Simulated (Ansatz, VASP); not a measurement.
## One calculation of Hf3Ta2O, two programs

```
Hf Ta O
1.0
     0.00000    3.75010    4.75561
     3.46784    0.00000    4.75561
     3.46784    3.75010    0.00000
Hf Ta O
3 2 1
Direct
  0.50000 0.00000 0.50000
  0.00000 0.50000 0.00000
  0.50000 0.50000 0.50000
  0.50000 0.50000 0.00000
  0.00000 0.00000 0.50000
  0.00000 0.00000 0.00000
```

Alike in both runs: functional PBE; k mesh 8 × 8 × 8; occupations gaussian, width 0.1 eV; no spin polarisation.

Ansatz relaxed the structure, and its values are those at the end. VASP's run is a single point on that final structure, the one shown.

|  | VASP | Ansatz |
| --- | --- | --- |
| version | VASP 6.6.1 | Ansatz 0.2.0 |
| potentials or method | VASP PAW PBE potentials, release 64 (Hf_pv, Ta_pv, O), cutoff 520 eV | scalar-relativistic, plane waves, PAW |
| valence electrons in the cell | 58 | 110 |

Ansatz gave:

| Quantity | Value |
| --- | --- |
| gap on the k mesh at the Fermi level (eV) | none |
| pressure (GPa) | 0.0 |

Q: What did VASP give for the same quantities?

A: gap on the k mesh at the Fermi level (eV): none; pressure (GPa): -0.2.

A gap of «none» marks a metal or a gap that the smearing closes. VASP's potentials hold 58 valence electrons a cell and Ansatz's 110, so a difference there can come from the potentials and not from the codes.

Neither program's run includes spin-orbit coupling.
